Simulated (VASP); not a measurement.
Wanted: the native input for a VASP 6.6.1 run.

- Task: single point
- Functional: PBE
- Potentials or basis: VASP PAW PBE potentials, release 64 (Mg, S)
- Cutoff: 520 eV
- k mesh: 8 × 8 × 8
- Occupations: fermi-dirac, width 0.02 eV
- Spin: no spin polarisation
- Dipole correction: no
- Further INCAR settings: ALGO = Normal; EDIFF = 1e-07; NBANDS = 11

The structure of MgS lies in POSCAR:

```
MgS
1.0
    0.0000000000      2.6015179370      2.6015179370
    2.6106232498      0.0000000000      2.6015179370
    2.6106232498      2.6015179370      0.0000000000
Mg S
1 1
Direct
    0.0000000000      0.0000000000      0.0000000000
    0.5000000000      0.5000000000      0.5000000000
```

This cell differs from its parent crystal: uniaxial x strain +0.3%.

These files were run (other wordings do the same):

INCAR

```
  ALGO = Normal
  EDIFF = 1E-7
  ENCUT = 520
  GGA = PE
  ISIF = 2
  ISMEAR = -1
  LASPH = True
  LCHARG = False
  LREAL = False
  LWAVE = False
  NBANDS = 11
  NELM = 60
  PREC = Accurate
  SIGMA = 0.02
```

KPOINTS

```
k-points
0
Gamma
  8 8 8
```

Potentials or basis: VASP PAW PBE potentials, release 64 (Mg, S).

Launch:

```sh
$ cat potpaw_PBE.64/Mg/POTCAR potpaw_PBE.64/S/POTCAR > POTCAR
$ mpirun -np 1 vasp_std > vasp.out
```

Results of the run:

```yaml
Pressure: 0.6 GPa
Band_gap_on_the_k_mesh: 2.75 eV, indirect (least direct gap 3.67 eV)
```

Caveat: the cell differs from its parent crystal (uniaxial x strain +0.3%).

Run time: 9.7 s on 1 thread of Intel(R) Xeon(R) 6975P-C (Granite Rapids) (shared host), peak memory 0.17 GiB.
